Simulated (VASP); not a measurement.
Wanted: the native input for a VASP 6.6.1 run.

| Quantity | Value |
| --- | --- |
| Task | single point |
| Functional | r2SCAN |
| Potentials or basis | VASP PAW PBE potentials, release 64 (Al) |
| Cutoff | 520 eV |
| k mesh | 24 × 24 × 24 |
| Occupations | gaussian, width 0.1 eV |
| Spin | no spin polarisation |
| Dipole correction | no |
| Further INCAR settings | ALGO = Normal; EDIFF = 1e-07; NBANDS = 8 |

Crystal: Al.

```
Al
1.0
     0.00000    1.99550    1.99550
     1.99550    0.00000    1.99550
     1.99550    1.99550    0.00000
Al
1
Cartesian
  1.9955 1.9955 1.9955
```

One way to write it, as run:

POSCAR

```
Al
1.0
    0.0000000000      1.9955021393      1.9955021393
    1.9955021393      0.0000000000      1.9955021393
    1.9955021393      1.9955021393      0.0000000000
Al
1
Direct
    0.5000000000      0.5000000000      0.5000000000
```

INCAR.step1

```
SYSTEM = Al
  ALGO = Normal
  EDIFF = 1E-4
  ENCUT = 520
  GGA = PE
  ISMEAR = 0
  LASPH = .True.
  LCHARG = .False.
  LREAL = .False.
  LWAVE = .True.
  NBANDS = 8
  NELM = 80
  PREC = Accurate
  SIGMA = 0.1
```

INCAR.step2

```
SYSTEM = Al
  ALGO = Normal
  EDIFF = 1E-7
  ENCUT = 520
  ISIF = 2
  ISMEAR = 0
  ISTART = 1
  LASPH = .True.
  LCHARG = .True.
  LELF = .True.
  LMIXTAU = .True.
  LREAL = .False.
  LVHAR = .True.
  LWAVE = .False.
  METAGGA = R2SCAN
  NBANDS = 8
  NELM = 80
  PREC = Accurate
  SIGMA = 0.1
```

KPOINTS

```
k-points
0
Gamma
  24 24 24
  0 0 0
```

Potentials or basis: VASP PAW PBE potentials, release 64 (Al).

The run is started by

```sh
$ cat potpaw_PBE.64/Al/POTCAR > POTCAR
$ cp INCAR.step1 INCAR
$ mpirun -np 1 vasp_std > vasp.out
$ cp INCAR.step2 INCAR
$ mpirun -np 1 vasp_std > vasp.out
```

Results of the run:

```json
{
 "Pressure": "-0.3 GPa"
}
```

Caveat: the PAW data sets were made with another functional, which shifts forces and pressure a little.

It took 2.4 min on 1 thread of Intel(R) Xeon(R) Platinum 8259CL CPU @ 2.50GHz (Skylake/Cascade Lake) (shared host), peak memory 0.17 GiB.
